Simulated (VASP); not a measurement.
# TaN (Fm-3m) in VASP: notebook

TaN is run at these levels: r2SCAN, PBE; tasks: single point.

All numbers are computed with VASP 6.6.1; they aren't measurements. Logs are shortened: lines on timing, memory, paths and dates and some standing lists are left out, and cuts for length are marked.

## 1. The cell of the first run

The structure is cubic, space group Fm-3m (No. 225). Conventional cell: a = 4.363 Å, b = 4.363 Å, c = 4.363 Å, α = 90.00°, β = 90.00°, γ = 90.00°. Ta (site symmetry m-3m) has 6 N at 2.18 Å within 2.9 Å. Within 2.9 Å of N (site symmetry m-3m) lie 6 Ta at 2.18 Å.

## 2. Single point, r2SCAN

POSCAR reads:

```
TaN
1.0
    0.0000000000      2.1814365931      2.1814365931
    2.1814365931      0.0000000000      2.1814365931
    2.1814365931      2.1814365931      0.0000000000
Ta N
1 1
Direct
    0.5000000000      0.5000000000      0.5000000000
    0.0000000000      0.0000000000      0.0000000000
```

INCAR.step1 reads:

```
SYSTEM = TaN
PREC = Accurate ; ENCUT = 660
ISMEAR = -1 ; SIGMA = 0.05
LREAL = .False. ; LASPH = .True.
NELM = 120 ; NBANDS = 16
GGA = PE ; ALGO = Normal
EDIFF = 1E-5 ; LWAVE = .True.
LCHARG = .False. ; GGA_COMPAT = .False.
```

INCAR.step2 reads:

```
SYSTEM = TaN
PREC = Accurate ; ENCUT = 660
EDIFF = 1E-6 ; ISMEAR = -1
SIGMA = 0.05 ; LREAL = .False.
LASPH = .True. ; NELM = 120
ALGO = Normal ; ISIF = 2
LWAVE = .False. ; LCHARG = .False.
METAGGA = R2SCAN ; LMIXTAU = .True.
NBANDS = 16 ; ISTART = 1
GGA_COMPAT = .False.
```

KPOINTS reads:

```
Automatic mesh
0
Gamma
  10 10 10
  0 0 0
```

Potentials or basis: VASP PAW PBE potentials, release 64 (Ta_sv_GW, N).

Started as:

```bash
> cat potpaw_PBE.64/Ta_sv_GW/POTCAR potpaw_PBE.64/N/POTCAR > POTCAR
> cp INCAR.step1 INCAR
> mpirun -np 1 vasp_std > vasp.out
> cp INCAR.step2 INCAR
> mpirun -np 1 vasp_std > vasp.out
```

OUTCAR:

```text
SYSTEM = TaN
   PREC = Accurate
   ENCUT = 660
   EDIFF = 1E-6
   ISMEAR = -1
   LREAL = .False.
   LASPH = .True.
   NELM = 120
   ISIF = 2
   METAGGA = R2SCAN
   ISTART = 1

 ion  position               nearest neighbor table
   1  0.500  0.500  0.500-   2 2.18   2 2.18   2 2.18   2 2.18   2 2.18   2 2.18
   2  0.000  0.000  0.000-   1 2.18   1 2.18   1 2.18   1 2.18   1 2.18   1 2.18

  LATTYP: Found a face centered cubic cell.
 ALAT       =     4.3628731862

  Lattice vectors:

 A1 = (   0.0000000000,   2.1814365931,   2.1814365931)
 A2 = (   2.1814365931,   0.0000000000,   2.1814365931)
 A3 = (   2.1814365931,   2.1814365931,   0.0000000000)

Analysis of symmetry for initial positions (statically):
=====================================================================
 Subroutine PRICEL returns:
 Original cell was already a primitive cell.

 Routine SETGRP: Setting up the symmetry group for a
 face centered cubic supercell.

 Subroutine GETGRP returns: Found 48 space group operations
 (whereof 48 operations were pure point group operations)
 out of a pool of 48 trial point group operations.

The static configuration has the point symmetry O_h .

Analysis of symmetry for dynamics (positions and initial velocities):
=====================================================================
 Subroutine PRICEL returns:
 Original cell was already a primitive cell.

 Routine SETGRP: Setting up the symmetry group for a
 face centered cubic supercell.

 Subroutine GETGRP returns: Found 48 space group operations
 (whereof 48 operations were pure point group operations)
 out of a pool of 48 trial point group operations.

The dynamic configuration has the point symmetry O_h .

 Subroutine INISYM returns: Found 48 space group operations
 (whereof 48 operations are pure point group operations),
 and found     1 'primitive' translations

----------------------------------------------------------------------------------------

                                     Primitive cell

  volume of cell :      20.7615

  direct lattice vectors                    reciprocal lattice vectors
     0.000000000  2.181436593  2.181436593    -0.229206754  0.229206754  0.229206754
     2.181436593  0.000000000  2.181436593     0.229206754 -0.229206754  0.229206754
     2.181436593  2.181436593  0.000000000     0.229206754  0.229206754 -0.229206754

  length of vectors
     3.085017215  3.085017215  3.085017215     0.396997743  0.396997743  0.396997743

  position of ions in fractional coordinates (direct lattice)
     0.500000000  0.500000000  0.500000000
     0.000000000  0.000000000  0.000000000

  ion indices of the primitive-cell ions
   primitive index   ion index
                 1           1
                 2           2

----------------------------------------------------------------------------------------

 KPOINTS: Automatic mesh

Automatic generation of k-mesh.
 Grid dimensions read from file:
 generate k-points for:   10   10   10

 Generating k-lattice:

  Cartesian coordinates                     Fractional coordinates (reciprocal lattice)
    -0.022920675  0.022920675  0.022920675     0.100000000  0.000000000  0.000000000
     0.022920675 -0.022920675  0.022920675     0.000000000  0.100000000  0.000000000
     0.022920675  0.022920675 -0.022920675     0.000000000  0.000000000  0.100000000

  Length of vectors
     0.039699774  0.039699774  0.039699774

  Shift w.r.t. Gamma in fractional coordinates (k-lattice)
     0.000000000  0.000000000  0.000000000

 Subroutine IBZKPT returns following result:
 ===========================================

 Found     47 irreducible k-points:

 Following reciprocal coordinates:
            Coordinates               Weight
  0.000000  0.000000  0.000000      1.000000
  0.100000  0.000000  0.000000      8.000000
  0.200000  0.000000  0.000000      8.000000
  0.300000  0.000000  0.000000      8.000000
  0.400000  0.000000  0.000000      8.000000
  0.500000  0.000000  0.000000      4.000000
[... 16 lines left out ...]
  0.300000  0.300000  0.000000      6.000000
  0.400000  0.300000  0.000000     24.000000
 [... further k-points ...]
   k-points           NKPTS =     47   k-points in BZ     NKDIM =     47   number of bands    NBANDS=     16
   number of dos      NEDOS =    301   number of ions     NIONS =      2
   total plane-waves  NPLWV =  21952
   dimension x,y,z NGX =    28 NGY =   28 NGZ =   28
   dimension x,y,z NGXF=    56 NGYF=   56 NGZF=   56
   ions per type =               1   1
   NGX,Y,Z   is equivalent  to a cutoff of  15.09, 15.09, 15.09 a.u.
   NGXF,Y,Z  is equivalent  to a cutoff of  30.18, 30.18, 30.18 a.u.
 SYSTEM =  TaN
   PREC   = accura    normal or accurate (medium, high low for compatibility)
   ISTART =      1    job   : 0-new  1-cont  2-samecut
   ICHARG =      0    charge: 1-file 2-atom 10-const
   ISPIN  =      1    spin polarized calculation?
   LNONCOLLINEAR =      F non collinear calculations
   LSORBIT =      F    spin-orbit coupling
   LASPH  =      T    aspherical Exc in radial PAW
   ENCUT  =  660.0 eV  48.51 Ry    6.96 a.u.   6.46  6.46  6.46*2*pi/ulx,y,z
   NELM   =    120;   NELMIN=  2; NELMDL=  0     # of ELM steps
   EDIFF  = 0.1E-05   stopping-criterion for ELM
   LREAL  =      F    real-space projection
   EDIFFG = 0.1E-04   stopping-criterion for IOM
   NSW    =      0    number of steps for IOM
   IBRION =     -1    ionic relax: 0-MD 1-quasi-New 2-CG
   NFREE  =      0    steps in history (QN), initial steepest desc. (CG)
   ISIF   =      2    stress and relaxation
   ISYM   =      2    0-nonsym 1-usesym 2-fastsym
   POTIM  = 0.5000    time-step for ionic-motion
   TEBEG  =    0.0;   TEEND  =   0.0 temperature during run
   PSTRESS=    0.0 pullay stress
   NELECT =      18.0000    total number of electrons
   NUPDOWN=      -1.0000    fix difference up-down
   EMIN   =  10.00;   EMAX   =-10.00  energy-range for DOS
   EFERMI =   0.00;   METHOD = LEGACY
   ISMEAR =    -1;   SIGMA  =   0.05  broadening in eV -4-tet -1-fermi 0-gaus
   EFERMI_NEDOS =   21; number of points for ismear=-14 and -15
   IALGO  =     38    algorithm
   IMIX   =      4    mixing-type and parameters
     AMIX     =   0.40;   BMIX     =  1.00
     AMIX_MAG =   1.60;   BMIX_MAG =  1.00
  volume/ion in A,a.u.               =      10.38        70.05
  Fermi-wavevector in a.u.,A,eV,Ry     =   1.561037  2.949931 33.155155  2.436835
  Thomas-Fermi vector in A             =   2.664161
   LORBIT       =      0    0 simple, 1 ext, 2 COOP (PROOUT), +10 PAW based schemes
   METAGGA = R2SCAN    functional components
   LHFCALC =     F    Hartree Fock is set to
   AEXX    =    0.0000 exact exchange contribution
   IVDW    =     0    specifies the selected vdW correction
   LEPSILON=     F    determine dielectric tensor
   LRPA    =     F    only Hartree local field effects (RPA)
 non-spin polarized calculation
  energy-cutoff  :      660.00
  volume of cell :       20.76
 maximum number of plane-waves:       821
 NGX is ok and might be reduce to    28
   NGX = 13   NGY = 13   NGZ = 13

 number of electron      18.0000000 magnetization

 Free energy of the ion-electron system (eV)
  ---------------------------------------------------
  ext. energy  EPLUGINS =         0.00000000
  ---------------------------------------------------
  free energy    TOTEN  =       -62.21073926 eV

  energy without entropy =      -62.20547518  energy(sigma->0) =      -62.20810722

 E-fermi :  14.2671     XC(G=0): -14.9237

 val. band max:       14.1427354559   @ k =  -0.2000   0.2000   0.0000
 cond. band min:      14.3034186291   @ k =  -0.3000   0.3000   0.1000
 fundamental gap:      0.1606831732
 Fermi energy:        14.2670506943

 k-point     1 :       0.0000    0.0000    0.0000
  band No.  band energies     occupation
      1     -57.3924      2.00000
      2     -22.8604      2.00000
      3     -22.8604      2.00000
      4     -22.8604      2.00000
      5      -5.9461      2.00000
      6      10.0309      2.00000
[... 8 lines left out ...]
     15      23.9110      0.00000
     16      39.3515      0.00000

 k-point     2 :       0.1000    0.0000    0.0000
  band No.  band energies     occupation
      1     -57.3860      2.00000
      2     -22.9594      2.00000
      3     -22.8689      2.00000
      4     -22.8689      2.00000
      5      -5.6935      2.00000
      6       8.9071      2.00000
[... 8 lines left out ...]
     15      24.6714      0.00000
     16      36.6182      0.00000

 k-point     3 :       0.2000    0.0000    0.0000
  band No.  band energies     occupation
      1     -57.3694      2.00000
      2     -23.2106      2.00000
      3     -22.8911      2.00000
      4     -22.8911      2.00000
      5      -5.0071      2.00000
      6       6.9952      2.00000
[... 8 lines left out ...]
     15      26.4387      0.00000
     16      33.3604      0.00000

 k-point     4 :       0.3000    0.0000    0.0000
  band No.  band energies     occupation
      1     -57.3489      2.00000
      2     -23.5064      2.00000
      3     -22.9184      2.00000
      4     -22.9184      2.00000
      5      -4.0767      2.00000
      6       5.1702      2.00000
[... 8 lines left out ...]
     15      27.1648      0.00000
     16      31.0746      0.00000
[... 324 lines left out ...]
 k-point    22 :      -0.2000    0.2000    0.0000
  band No.  band energies     occupation
      1     -57.3418      2.00000
      2     -23.4522      2.00000
      3     -23.1016      2.00000
      4     -22.9076      2.00000
      5      -4.0100      2.00000
      6       5.0646      2.00000
[... 8 lines left out ...]
     15      27.7596      0.00000
     16      28.0778      0.00000

 k-point    23 :       0.3000    0.3000    0.0000
  band No.  band energies     occupation
      1     -57.3346      2.00000
      2     -23.4253      2.00000
      3     -23.0664      2.00000
      4     -23.0664      2.00000
      5      -4.4931      2.00000
      6       5.5097      2.00000
[... 8 lines left out ...]
     15      28.3118      0.00000
     16      30.6734      0.00000

 k-point    24 :       0.4000    0.3000    0.0000
  band No.  band energies     occupation
      1     -57.3214      2.00000
      2     -23.5374      2.00000
      3     -23.1278      2.00000
      4     -23.0989      2.00000
      5      -4.3650      2.00000
      6       5.7473      2.00000
[... 8 lines left out ...]
     15      25.8536      0.00000
     16      30.4245      0.00000

 [... further k-points ...]

------------------------ aborting loop because EDIFF is reached ----------------------------------------

  FORCE on cell =-STRESS in cart. coord.  units (eV):
  Direction    XX          YY          ZZ          XY          YZ          ZX
  --------------------------------------------------------------------------------------
  -------------------------------------------------------------------------------------
  Total        1.0794546      1.0794546      1.0794546      0.0000000     -0.0000000      0.0000000
  in kB       83.3023378     83.3023378     83.3023378      0.0000000     -0.0000000      0.0000000
  external PRESSURE =      83.3023378 kB  Pullay stress =       0.0000000 kB

 VOLUME and BASIS-vectors are now :
 -----------------------------------------------------------------------------
  energy-cutoff  :      660.00
  volume of cell :       20.76
      direct lattice vectors                 reciprocal lattice vectors
     0.000000000  2.181436593  2.181436593    -0.229206754  0.229206754  0.229206754
     2.181436593  0.000000000  2.181436593     0.229206754 -0.229206754  0.229206754
     2.181436593  2.181436593  0.000000000     0.229206754  0.229206754 -0.229206754

 POSITION                                       TOTAL-FORCE (eV/Angst)
 -----------------------------------------------------------------------------------
      2.18144      2.18144      2.18144         0.000000     -0.000000      0.000000
      0.00000      0.00000      0.00000        -0.000000      0.000000     -0.000000
 -----------------------------------------------------------------------------------
    total drift:                                0.000000      0.000000      0.000000

  FREE ENERGIE OF THE ION-ELECTRON SYSTEM (eV)
  ---------------------------------------------------
  free  energy   TOTEN  =       -62.2107392551 eV

  energy  without entropy=      -62.2054751835  energy(sigma->0) =      -62.20810722
```

Run time: 49 s. Hardware: 1 thread of Intel Xeon 6975P-C (Granite Rapids), shared host; peak memory 0.18 GiB.

What came out:

```
Free energy            : -62.2107 eV
Pressure               : 8.3 GPa
Band gap on the k mesh : zero (band 9 reaches 16.25 eV, above the bottom of band 10 at 12.02 eV)
```

Caveat: the PAW data sets were made with another functional, which shifts forces and pressure a little; spin-orbit coupling is left out, which moves the levels of the heavy elements.

## 3. Single point, PBE

This run uses another cell than the first one, of 10.81 Å³/atom, 1.042 times its volume.

INCAR reads:

```
SYSTEM = TaN
ALGO = Normal
EDIFF = 1E-6
ENCUT = 600
GGA = PE
GGA_COMPAT = .False.
ISIF = 2
ISMEAR = -1
LASPH = .True.
LCHARG = .False.
LREAL = .False.
LWAVE = .False.
NBANDS = 15
NELM = 120
PREC = Accurate
SIGMA = 0.03
```

KPOINTS reads:

```
k-points
0
Gamma
  7 7 7
  0 0 0
```

POSCAR reads:

```
TaN
1.0
    0.0000000000      2.2113230000      2.2113230000
    2.2113230000      0.0000000000      2.2113230000
    2.2113230000      2.2113230000      0.0000000000
Ta N
1 1
Direct
    0.5000000000      0.5000000000      0.5000000000
    0.0000000000      0.0000000000      0.0000000000
```

Potentials or basis: VASP PAW PBE potentials, release 64 (Ta_pv, N).

Started as:

```bash
> cat potpaw_PBE.64/Ta_pv/POTCAR potpaw_PBE.64/N/POTCAR > POTCAR
> mpirun -np 1 vasp_std > vasp.out
```

Wall time 23 s (1 thread of Intel Xeon 8259CL, shared host); peak memory 0.16 GiB.

Results (log left out):

```
Free energy            : -21.8514 eV
Pressure               : -0.8 GPa
Band gap on the k mesh : zero (band 8 reaches 10.65 eV, above the bottom of band 9 at 7.28 eV)
```

Levels at points of the mesh, in eV from the Fermi level:
```csv
k point,band 5,band 6,band 7,band 8,band 9,band 10,band 11,band 12
"(0.00, 0.00, 0.00)",-3.73,-3.73,-3.73,-2.07,-2.07,-2.07,0.05,0.05
```

Caveat: spin-orbit coupling is left out, which moves the levels of the heavy elements.
